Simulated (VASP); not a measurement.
# NaAl5O2 (P-6m2) in VASP: notebook

NaAl5O2 is run at these levels: PBE; tasks: single point.

All numbers are computed with VASP 6.6.1; they aren't measurements. Logs are shortened: lines on timing, memory, paths and dates and some standing lists are left out, and cuts for length are marked.

### Step 1. The cell of the first run

Symmetry: P-6m2, No. 187, hexagonal system. Conventional cell: a = 2.894 Å, b = 2.894 Å, c = 14.643 Å, α = 90.00°, β = 90.00°, γ = 120.00°. Within 3.1 Å of Na (site symmetry -6m2) lie 6 O at 2.37 Å and 6 Na at 2.89 Å. Al (site symmetry 3m) has 3 O at 1.97 Å within 2.6 Å. Al (site symmetry 3m) has 12 Al at 2.78 to 2.90 Å and 3 O at 3.66 Å within 3.7 Å. Al (site symmetry -6m2) has 12 Al at 2.89 to 2.90 Å within 3.8 Å. Within 2.6 Å of O (site symmetry 3m) lie 3 Al at 1.97 Å and 3 Na at 2.37 Å.

### Step 2. Single point, PBE

File INCAR:

```
SYSTEM = NaAl5O2
PREC = Accurate
ENCUT = 520
EDIFF = 1E-6
ISMEAR = 0
SIGMA = 0.2
LREAL = .False.
LASPH = .True.
NELM = 60
ALGO = Normal
ISIF = 2
LWAVE = .False.
LCHARG = .False.
GGA = PE
NBANDS = 27
```

File KPOINTS:

```
Automatic mesh
0
Gamma
  6 6 2
  0 0 0
```

File POSCAR:

```
NaAl5O2
1.0
    2.8936375629      0.0000000000      0.0000000000
   -1.4468187814      2.5059636388      0.0000000000
    0.0000000000      0.0000000000     14.6434692788
Na Al O
1 5 2
Direct
    0.0000000000      0.0000000000      0.0000000000
    0.6666666667      0.3333333333      0.1860297942
    0.6666666667      0.3333333333      0.8139702058
    0.0000000000      0.0000000000      0.6622931853
    0.0000000000      0.0000000000      0.3377068147
    0.3333333333      0.6666666667      0.5000000000
    0.3333333333      0.6666666667      0.1150796401
    0.3333333333      0.6666666667      0.8849203599
```

Potentials or basis: VASP PAW PBE potentials, release 64 (Na_pv, Al, O).

The run is started by

```sh
> cat potpaw_PBE.64/Na_pv/POTCAR potpaw_PBE.64/Al/POTCAR potpaw_PBE.64/O/POTCAR > POTCAR
> mpirun -np 1 vasp_std > vasp.out
```

OUTCAR:

```text
SYSTEM = NaAl5O2
   PREC = Accurate
   ENCUT = 520
   EDIFF = 1E-6
   ISMEAR = 0
   LREAL = .False.
   LASPH = .True.
   NELM = 60
   ISIF = 2
   GGA = PE

 ion  position               nearest neighbor table
   1  0.000  0.000  0.000-   7 2.37   8 2.37   7 2.37   8 2.37   7 2.37   8 2.37
   2  0.667  0.333  0.186-   7 1.97   7 1.97   7 1.97   5 2.78   5 2.78   5 2.78
   3  0.667  0.333  0.814-   8 1.97   8 1.97   8 1.97   4 2.78   4 2.78   4 2.78
   4  0.000  0.000  0.662-   3 2.78   3 2.78   3 2.78   6 2.90   6 2.90   6 2.90
   5  0.000  0.000  0.338-   2 2.78   2 2.78   2 2.78   6 2.90   6 2.90   6 2.90
   6  0.333  0.667  0.500-   4 2.90   5 2.90   4 2.90   5 2.90   4 2.90   5 2.90
   7  0.333  0.667  0.115-   2 1.97   2 1.97   2 1.97   1 2.37   1 2.37   1 2.37
   8  0.333  0.667  0.885-   3 1.97   3 1.97   3 1.97   1 2.37   1 2.37   1 2.37

  LATTYP: Found a hexagonal cell.
 ALAT       =     2.8936375629
 C/A-ratio  =     5.0605747819

  Lattice vectors:

 A1 = (   2.8936375629,   0.0000000000,   0.0000000000)
 A2 = (  -1.4468187814,   2.5059636388,   0.0000000000)
 A3 = (   0.0000000000,   0.0000000000,  14.6434692788)

Analysis of symmetry for initial positions (statically):
=====================================================================
 Subroutine PRICEL returns:
 Original cell was already a primitive cell.

 Routine SETGRP: Setting up the symmetry group for a
 hexagonal supercell.

 Subroutine GETGRP returns: Found 12 space group operations
 (whereof 12 operations were pure point group operations)
 out of a pool of 24 trial point group operations.

The static configuration has the point symmetry D_3h.

Analysis of symmetry for dynamics (positions and initial velocities):
=====================================================================
 Subroutine PRICEL returns:
 Original cell was already a primitive cell.

 Routine SETGRP: Setting up the symmetry group for a
 hexagonal supercell.

 Subroutine GETGRP returns: Found 12 space group operations
 (whereof 12 operations were pure point group operations)
 out of a pool of 24 trial point group operations.

The dynamic configuration has the point symmetry D_3h.

 Subroutine INISYM returns: Found 12 space group operations
 (whereof 12 operations are pure point group operations),
 and found     1 'primitive' translations

----------------------------------------------------------------------------------------

                                     Primitive cell

  volume of cell :     106.1849

  direct lattice vectors                    reciprocal lattice vectors
     2.893637563  0.000000000  0.000000000     0.345585782  0.199524044  0.000000000
    -1.446818781  2.505963639  0.000000000     0.000000000  0.399048089  0.000000000
     0.000000000  0.000000000 14.643469279     0.000000000  0.000000000  0.068289828

  length of vectors
     2.893637563  2.893637563 14.643469279     0.399048089  0.399048089  0.068289828

  position of ions in fractional coordinates (direct lattice)
     0.000000000  0.000000000  0.000000000
     0.666666667  0.333333333  0.186029794
     0.666666667  0.333333333  0.813970206
     0.000000000  0.000000000  0.662293185
     0.000000000  0.000000000  0.337706815
     0.333333333  0.666666667  0.500000000
     0.333333333  0.666666667  0.115079640
     0.333333333  0.666666667  0.884920360

  ion indices of the primitive-cell ions
   primitive index   ion index
                 1           1
                 2           2
                 3           3
                 4           4
                 5           5
                 6           6
                 7           7
                 8           8

----------------------------------------------------------------------------------------

 KPOINTS: Automatic mesh

Automatic generation of k-mesh.
 Grid dimensions read from file:
 generate k-points for:    6    6    2

 Generating k-lattice:

  Cartesian coordinates                     Fractional coordinates (reciprocal lattice)
     0.057597630  0.033254007  0.000000000     0.166666667  0.000000000  0.000000000
     0.000000000  0.066508015  0.000000000     0.000000000  0.166666667  0.000000000
     0.000000000  0.000000000  0.034144914     0.000000000  0.000000000  0.500000000

  Length of vectors
     0.066508015  0.066508015  0.034144914

  Shift w.r.t. Gamma in fractional coordinates (k-lattice)
     0.000000000  0.000000000  0.000000000

 Subroutine IBZKPT returns following result:
 ===========================================

 Found     14 irreducible k-points:

 Following reciprocal coordinates:
            Coordinates               Weight
  0.000000  0.000000  0.000000      1.000000
  0.166667  0.000000  0.000000      6.000000
  0.333333  0.000000  0.000000      6.000000
  0.500000  0.000000  0.000000      3.000000
  0.166667  0.166667  0.000000      6.000000
  0.333333  0.166667  0.000000     12.000000
  0.333333  0.333333  0.000000      2.000000
  0.000000  0.000000  0.500000      1.000000
  0.166667  0.000000  0.500000      6.000000
  0.333333  0.000000  0.500000      6.000000
  0.500000  0.000000  0.500000      3.000000
  0.166667  0.166667  0.500000      6.000000
  0.333333  0.166667  0.500000     12.000000
  0.333333  0.333333  0.500000      2.000000
   k-points           NKPTS =     14   k-points in BZ     NKDIM =     14   number of bands    NBANDS=     27
   number of dos      NEDOS =    301   number of ions     NIONS =      8
   total plane-waves  NPLWV =  64512
   dimension x,y,z NGX =    24 NGY =   24 NGZ =  112
   dimension x,y,z NGXF=    48 NGYF=   48 NGZF=  224
   ions per type =               1   5   2
   NGX,Y,Z   is equivalent  to a cutoff of  13.79, 13.79, 12.72 a.u.
   NGXF,Y,Z  is equivalent  to a cutoff of  27.58, 27.58, 25.43 a.u.
 SYSTEM =  NaAl5O2
   PREC   = accura    normal or accurate (medium, high low for compatibility)
   ISTART =      0    job   : 0-new  1-cont  2-samecut
   ICHARG =      2    charge: 1-file 2-atom 10-const
   ISPIN  =      1    spin polarized calculation?
   LNONCOLLINEAR =      F non collinear calculations
   LSORBIT =      F    spin-orbit coupling
   LASPH  =      T    aspherical Exc in radial PAW
   ENCUT  =  520.0 eV  38.22 Ry    6.18 a.u.   5.38  5.38 27.23*2*pi/ulx,y,z
[... 22 lines left out ...]
  volume/ion in A,a.u.               =      13.27        89.57
  Fermi-wavevector in a.u.,A,eV,Ry     =   1.119988  2.116471 17.066793  1.254374
  Thomas-Fermi vector in A             =   2.256632
   LORBIT       =      0    0 simple, 1 ext, 2 COOP (PROOUT), +10 PAW based schemes
   GGA     = PE    functional components
   LHFCALC =     F    Hartree Fock is set to
   AEXX    =    0.0000 exact exchange contribution
   IVDW    =     0    specifies the selected vdW correction
   LEPSILON=     F    determine dielectric tensor
   LRPA    =     F    only Hartree local field effects (RPA)
 non-spin polarized calculation
 Gauss-broadening in eV      SIGMA  =   0.20
  energy-cutoff  :      520.00
  volume of cell :      106.18
 maximum number of plane-waves:      2910
 NGX is ok and might be reduce to    24
   NGX = 11   NGY = 11   NGZ = 55

 number of electron      33.9999990 magnetization

 Free energy of the ion-electron system (eV)
  ---------------------------------------------------
  ext. energy  EPLUGINS =         0.00000000
  ---------------------------------------------------
  free energy    TOTEN  =       -38.94394407 eV

  energy without entropy =      -38.90311392  energy(sigma->0) =      -38.92352900

 E-fermi :   7.9961     XC(G=0): -10.4018

 val. band max:        7.8799824265   @ k =   0.3333   0.1667   0.5000
 cond. band min:       8.0753206022   @ k =   0.3333   0.0000   0.5000
 fundamental gap:      0.1953381757
 Fermi energy:         7.9961105079

 k-point     1 :       0.0000    0.0000    0.0000
  band No.  band energies     occupation
      1     -17.6374      2.00000
      2     -17.4921      2.00000
      3     -17.4921      2.00000
      4     -13.4956      2.00000
      5     -13.2845      2.00000
      6      -2.7520      2.00000
[... 19 lines left out ...]
     26      18.1090      0.00000
     27      18.6350      0.00000

 k-point     2 :       0.1667    0.0000    0.0000
  band No.  band energies     occupation
      1     -17.6016      2.00000
      2     -17.5805      2.00000
      3     -17.5089      2.00000
      4     -13.2424      2.00000
      5     -13.0852      2.00000
      6      -2.1310      2.00000
[... 19 lines left out ...]
     26      15.9032      0.00000
     27      16.2082      0.00000

 k-point     3 :       0.3333    0.0000    0.0000
  band No.  band energies     occupation
      1     -17.7481      2.00000
      2     -17.5423      2.00000
      3     -17.5326      2.00000
      4     -12.6899      2.00000
      5     -12.6368      2.00000
      6      -0.6597      2.00000
[... 19 lines left out ...]
     26      14.3802      0.00000
     27      14.6176      0.00000

 k-point     4 :       0.5000    0.0000    0.0000
  band No.  band energies     occupation
      1     -17.8280      2.00000
      2     -17.5590      2.00000
      3     -17.4994      2.00000
      4     -12.3823      2.00000
      5     -12.3816      2.00000
      6      -1.0934      2.00000
[... 19 lines left out ...]
     26      14.0752      0.00000
     27      14.4587      0.00000

 k-point     5 :       0.1667    0.1667    0.0000
  band No.  band energies     occupation
      1     -17.6910      2.00000
      2     -17.5505      2.00000
      3     -17.5497      2.00000
      4     -12.8368      2.00000
      5     -12.7570      2.00000
      6      -0.9791      2.00000
[... 19 lines left out ...]
     26      14.1071      0.00000
     27      14.5674      0.00000

 k-point     6 :       0.3333    0.1667    0.0000
  band No.  band energies     occupation
      1     -17.7842      2.00000
      2     -17.6037      2.00000
      3     -17.5000      2.00000
      4     -12.3911      2.00000
      5     -12.3869      2.00000
      6      -0.6569      2.00000
[... 144 lines left out ...]
      1     -17.8280      2.00000
      2     -17.5590      2.00000
      3     -17.4994      2.00000
      4     -12.3824      2.00000
      5     -12.3816      2.00000
      6      -1.0932      2.00000
[... 19 lines left out ...]
     26      13.8975      0.00000
     27      14.0716      0.00000

 k-point    12 :       0.1667    0.1667    0.5000
  band No.  band energies     occupation
      1     -17.6910      2.00000
      2     -17.5504      2.00000
      3     -17.5497      2.00000
      4     -12.8368      2.00000
      5     -12.7569      2.00000
      6      -0.9440      2.00000
[... 19 lines left out ...]
     26      13.9905      0.00000
     27      15.0564      0.00000

 k-point    13 :       0.3333    0.1667    0.5000
  band No.  band energies     occupation
      1     -17.7842      2.00000
      2     -17.6037      2.00000
      3     -17.5000      2.00000
      4     -12.3911      2.00000
      5     -12.3870      2.00000
      6      -0.6558      2.00000
[... 19 lines left out ...]
     26      12.9784      0.00000
     27      13.6010      0.00000

 k-point    14 :       0.3333    0.3333    0.5000
  band No.  band energies     occupation
      1     -17.7360      2.00000
      2     -17.7005      2.00000
      3     -17.4844      2.00000
      4     -12.2574      2.00000
      5     -12.2395      2.00000
      6       0.0416      2.00000
[... 19 lines left out ...]
     26      12.9966      0.00000
     27      13.3414      0.00000

------------------------ aborting loop because EDIFF is reached ----------------------------------------

  FORCE on cell =-STRESS in cart. coord.  units (eV):
  Direction    XX          YY          ZZ          XY          YZ          ZX
  --------------------------------------------------------------------------------------
  -------------------------------------------------------------------------------------
  Total        0.0815881      0.0815881      0.0146903      0.0000000     -0.0000000      0.0000000
  in kB        1.2310460      1.2310460      0.2216553      0.0000000     -0.0000000      0.0000000
  external PRESSURE =       0.8945824 kB  Pullay stress =       0.0000000 kB

 VOLUME and BASIS-vectors are now :
 -----------------------------------------------------------------------------
  energy-cutoff  :      520.00
  volume of cell :      106.18
      direct lattice vectors                 reciprocal lattice vectors
     2.893637563  0.000000000  0.000000000     0.345585782  0.199524044  0.000000000
    -1.446818781  2.505963639  0.000000000     0.000000000  0.399048089  0.000000000
     0.000000000  0.000000000 14.643469279     0.000000000  0.000000000  0.068289828

 POSITION                                       TOTAL-FORCE (eV/Angst)
 -----------------------------------------------------------------------------------
      0.00000      0.00000      0.00000        -0.000000      0.000000      0.000000
      1.44682      0.83532      2.72412        -0.000000      0.000000     -0.036497
      1.44682      0.83532     11.91935        -0.000000      0.000000      0.036497
      0.00000      0.00000      9.69827        -0.000000      0.000000     -0.017747
      0.00000      0.00000      4.94520        -0.000000      0.000000      0.017747
     -0.00000      1.67064      7.32173        -0.000000      0.000000      0.000000
     -0.00000      1.67064      1.68517         0.000000     -0.000000      0.090529
     -0.00000      1.67064     12.95830         0.000000     -0.000000     -0.090529
 -----------------------------------------------------------------------------------
    total drift:                                0.000001     -0.000000     -0.000000

  FREE ENERGIE OF THE ION-ELECTRON SYSTEM (eV)
  ---------------------------------------------------
  free  energy   TOTEN  =       -38.9439440685 eV

  energy  without entropy=      -38.9031139240  energy(sigma->0) =      -38.92352900
```

It took 29 s on 1 thread of Intel Xeon 6975P-C (Granite Rapids), shared host; peak memory 0.24 GiB.

What came out:

```yaml
Free_energy: -38.9439 eV
Pressure: 0.1 GPa
Largest_force: 0.091 eV/Å
Band_gap_on_the_k_mesh: zero (band 17 reaches 9.94 eV, above the bottom of band 18 at 6.69 eV)
```

Forces in eV/Å, atoms in the order of the input:
```
Na   0.000  0.000  0.000
Al   0.000  0.000 -0.036
Al   0.000  0.000  0.036
Al   0.000  0.000 -0.018
Al   0.000  0.000  0.018
Al   0.000  0.000  0.000
O    0.000  0.000  0.091
O    0.000  0.000 -0.091
```

Caveat: the k points lie up to 0.42 Å⁻¹ apart.

### Step 3. Single point, PBE

File INCAR:

```
  PREC = Accurate
  ENCUT = 520
  EDIFF = 1E-6
  ISMEAR = 0
  SIGMA = 0.1
  LREAL = False
  LASPH = True
  NELM = 60
  ALGO = Normal
  ISIF = 2
  LWAVE = False
  LCHARG = True
  GGA = PE
  LELF = True
  LVHAR = True
  NBANDS = 27
```

File KPOINTS:

```
regular mesh
0
Gamma
  12 12 2
```

File POSCAR:

```
NaAl5O2
1.0
    2.9021633110      0.0000000000      0.0000000000
   -1.4510816555      2.5133471533      0.0000000000
    0.0000000000      0.0000000000     14.5354916480
Na Al O
1 5 2
Direct
    0.0000000000      0.0000000000      0.0000000000
    0.6666666667      0.3333333333      0.1877363290
    0.6666666667      0.3333333333      0.8122636710
    0.0000000000      0.0000000000      0.6598918562
    0.0000000000      0.0000000000      0.3401081438
    0.3333333333      0.6666666667      0.5000000000
    0.3333333333      0.6666666667      0.1165109371
    0.3333333333      0.6666666667      0.8834890629
```

Potentials or basis: VASP PAW PBE potentials, release 64 (Na_pv, Al, O).

The run is started by

```sh
> cat potpaw_PBE.64/Na_pv/POTCAR potpaw_PBE.64/Al/POTCAR potpaw_PBE.64/O/POTCAR > POTCAR
> mpirun -np 1 vasp_std > vasp.out
```

Wall time 42 s (1 thread of Intel Xeon 6975P-C (Granite Rapids), shared host); peak memory 0.28 GiB.

It converged, with:

| Item | Value |
| --- | --- |
| Free energy | -38.9232 eV |
| Pressure | 0.0 GPa |
| Largest force | 0.012 eV/Å |
| Band gap on the k mesh | zero (band 17 reaches 10.05 eV, above the bottom of band 18 at 6.71 eV) |

Forces in eV/Å, atoms in the order of the input:
```
Na   0.000  0.000  0.000
Al   0.000  0.000 -0.001
Al   0.000  0.000  0.001
Al   0.000  0.000 -0.001
Al   0.000  0.000  0.001
Al   0.000  0.000  0.000
O    0.000  0.000  0.012
O    0.000  0.000 -0.012
```

Levels at points of the mesh, in eV from the Fermi level:
| k point | band 12 | band 13 | band 14 | band 15 | band 16 | band 17 | band 18 | band 19 | band 20 | band 21 |
| --- | --- | --- | --- | --- | --- | --- | --- | --- | --- | --- |
| (0.00, 0.00, 0.00) | -4.75 | -4.73 | -4.73 | -4.33 | -2.29 | 0.76 | 1.35 | 4.18 | 4.63 | 6.81 |
| (0.50, 0.00, 0.00) | -4.91 | -4.74 | -4.08 | -3.68 | -2.83 | -1.82 | -0.60 | 0.35 | 2.04 | 2.96 |
| (0.00, 0.00, 0.50) | -4.75 | -4.75 | -4.73 | -4.73 | -1.78 | -0.13 | 2.60 | 2.98 | 5.34 | 6.62 |
| (0.50, 0.00, 0.50) | -4.90 | -4.71 | -4.11 | -3.74 | -2.79 | -1.74 | -0.67 | 0.26 | 2.28 | 3.11 |

### Step 4. Single point, PBE

File INCAR:

```
  ALGO = Normal
  EDIFF = 1E-7
  ENCUT = 520
  GGA = PE
  ISIF = 2
  ISMEAR = 0
  LASPH = T
  LCHARG = F
  LREAL = F
  LWAVE = F
  NBANDS = 27
  NELM = 60
  PREC = Accurate
  SIGMA = 0.2
```

File KPOINTS:

```
k-points
0
Gamma
  12 12 2
```

File POSCAR:

```
NaAl5O2
1.0
    2.9021633110      0.0000000000      0.0000000000
   -1.4510816555      2.5133471533      0.0000000000
    0.0000000000      0.0000000000     14.5354916480
Na Al O
1 5 2
Direct
    1.0000000000      1.0000000000      0.0000000000
    0.6666666667      0.3333333333      0.1877363290
    0.6666666667      0.3333333333      0.8122636710
    0.0000000000      1.0000000000      0.6598918562
    1.0000000000      1.0000000000      0.3401081438
    0.3333333333      0.6666666667      0.5000000000
    0.3333333333      0.6666666667      0.1165109371
    0.3333333333      0.6666666667      0.8834890629
```

The run is started by

```sh
> cat potpaw_PBE.64/Na_pv/POTCAR potpaw_PBE.64/Al/POTCAR potpaw_PBE.64/O/POTCAR > POTCAR
> mpirun -np 1 vasp_std > vasp.out
```

It took 49 s on 1 thread of Intel Xeon 6975P-C (Granite Rapids), shared host; peak memory 0.27 GiB.

It converged, with:

* Free energy: -38.9283 eV
* Pressure: 0.0 GPa
* Largest force: 0.023 eV/Å
* Band gap on the k mesh: zero (band 17 reaches 10.05 eV, above the bottom of band 18 at 6.70 eV)

Forces on the atoms (eV/Å):
```
Na   0.000  0.000  0.000
Al   0.000  0.000 -0.016
Al   0.000  0.000  0.016
Al   0.000  0.000 -0.008
Al   0.000  0.000  0.008
Al   0.000  0.000  0.000
O    0.000  0.000  0.023
O    0.000  0.000 -0.023
```

Levels at points of the mesh, in eV from the Fermi level:
```
           k point  band 12  band 13  band 14  band 15  band 16  band 17  band 18  band 19  band 20  band 21
(0.00, 0.00, 0.00)    -4.77    -4.75    -4.75    -4.35    -2.31     0.74     1.33     4.16     4.61     6.79
(0.50, 0.00, 0.00)    -4.93    -4.77    -4.11    -3.70    -2.85    -1.85    -0.62     0.33     2.02     2.93
(0.00, 0.00, 0.50)    -4.77    -4.77    -4.75    -4.75    -1.80    -0.15     2.58     2.96     5.32     6.60
(0.50, 0.00, 0.50)    -4.93    -4.73    -4.14    -3.76    -2.81    -1.76    -0.69     0.24     2.25     3.09
```

### Step 5. The runs side by side

```csv
cell,k mesh,smearing,gap on the mesh (eV),pressure (GPa),largest force (eV/Å)
"a = 2.894, b = 2.894, c = 14.643 Å, angles 90.0, 90.0, 120.0°, 8 atoms",6 × 6 × 2,gaussian 0.2 eV,none,0.1,0.09
"a = 2.902, b = 2.902, c = 14.535 Å, angles 90.0, 90.0, 120.0°, 8 atoms",12 × 12 × 2,gaussian 0.1 eV,none,0.0,0.01
"a = 2.902, b = 2.902, c = 14.535 Å, angles 90.0, 90.0, 120.0°, 8 atoms",12 × 12 × 2,gaussian 0.2 eV,none,0.0,0.02
```

Alike in all rows: task single point; level PBE; potentials or basis VASP PAW PBE potentials, release 64 (Na_pv, Al, O); no spin polarisation; cutoff (eV) 520.

Caveats: some runs use coarse meshes.

Total energies depend on the potentials used, so only differences within one code and one set of settings carry meaning.
